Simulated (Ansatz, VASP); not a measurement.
## Zr2Cl: VASP beside Ansatz

```xyz
3
Lattice="4.5416 0.0000 0.0000 0.0000 4.5416 0.0000 0.0000 0.0000 3.0520" Properties=species:S:1:pos:R:3 pbc="T T T"
Zr    0.0000    2.2708    1.5260
Zr    2.2708    0.0000    1.5260
Cl    2.2708    2.2708    0.0000
```

Alike in both runs: task relaxation of cell and atoms; functional PBE; k mesh 10 × 10 × 16; occupations gaussian, width 0.1 eV; no spin polarisation.

|  | VASP | Ansatz |
| --- | --- | --- |
| version | VASP 6.6.1 | Ansatz 0.2.0 |
| potentials or method | VASP PAW PBE potentials, release 64 (Zr_sv, Cl), cutoff 600 eV | scalar-relativistic, plane waves, PAW |
| valence electrons in the cell | 31 | 31 |

Ansatz gave:

- gap on the k mesh at the Fermi level, each at its own relaxed structure (eV): none
- relaxed volume (Å³/atom): 20.84
- relaxed cell length with the largest relative difference (Å): 4.487

Task: Which values does VASP return?

Result: gap on the k mesh at the Fermi level, each at its own relaxed structure (eV): none; relaxed volume (Å³/atom): 20.90; relaxed cell length with the largest relative difference (Å): 4.493.

A gap of «none» marks a metal or a gap that the smearing closes.
